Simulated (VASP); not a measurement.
A run of VASP 6.6.1 is set up as follows.

INCAR

```
PREC = Accurate ; ENCUT = 520
EDIFF = 1E-6 ; ISMEAR = -1
SIGMA = 0.02 ; LREAL = F
LASPH = T ; NELM = 60
ALGO = Normal ; ISIF = 2
LWAVE = F ; LCHARG = F
GGA = PE ; NBANDS = 26
```

The input KPOINTS:

```
Automatic mesh
0
Gamma
  6 6 4
```

POSCAR

```
ZnHgO2
1.0
    3.3263897665      0.0000000000      0.0000000000
    0.0000000000      3.3263897665      0.0000000000
    0.0000000000      0.0000000000      5.1930705942
Zn O Hg
1 2 1
Direct
    0.0000000000      0.0000000000      0.0000000000
    0.0000000000      0.5000000000      0.2034319220
    0.5000000000      0.0000000000      0.7965680780
    0.5000000000      0.5000000000      0.5000000000
```

Potentials or basis: VASP PAW PBE potentials, release 64 (Zn, O, Hg).

Launch:

```sh
$ cat potpaw_PBE.64/Zn/POTCAR potpaw_PBE.64/O/POTCAR potpaw_PBE.64/Hg/POTCAR > POTCAR
$ mpirun -np 1 vasp_std > vasp.out
```

(1) Estimate the largest force.

(2) Estimate the pressure.

(3) What does it give for the band gap on the k mesh?

## Answers

(1) 0.012 eV/Å.

(2) 6.0 GPa.

(3) zero (filled and empty bands touch).

Caveat: spin-orbit coupling is left out, which moves the levels of the heavy elements.
